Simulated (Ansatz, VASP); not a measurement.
# Two plane-wave programs on Nb2PdSe5

```
Nb Pd Se
1.0
     6.55633    0.00033    0.00506
    -3.26844    6.10823   -0.00299
    -0.17703   -0.11804    7.13330
Nb Pd Se
2 1 5
Cartesian
  0.0494 4.2928 5.3789
  3.3035 1.6237 5.3571
  2.3501 5.9898 5.8119
  0.1722 4.1639 3.1079
  3.3654 1.8890 3.0964
  2.2276 3.6590 6.4895
  -1.5699 6.0053 6.2602
  -1.0556 2.2252 6.4238
```

Change from the starting cell: the structure that the rattled cell fell into.

Alike in both runs: functional PBE; k mesh 6 × 6 × 4; occupations gaussian, width 0.02 eV; no spin polarisation.

Ansatz relaxed the structure, and its values are those at the end. VASP's run is a single point on that final structure, the one shown.

```csv
,VASP,Ansatz
version,VASP 6.6.1,Ansatz 0.2.0
potentials or method,"VASP PAW PBE potentials, release 64 (Nb_sv, Pd, Se), cutoff 520 eV","scalar-relativistic, plane waves, PAW"
valence electrons in the cell,66,124
```

```tsv
	VASP	Ansatz	Ansatz less VASP
gap on the k mesh at the Fermi level (eV)	0.62	0.62	+0.001
least direct gap on the mesh (eV)	0.73	0.73	+0.002
pressure (GPa)	0.0	0.0	+0.02
rms of the force components (eV/Å)	0.006	0.004	-0.0024
```

VASP's potentials hold 66 valence electrons a cell and Ansatz's 124, so a difference there can come from the potentials and not from the codes.
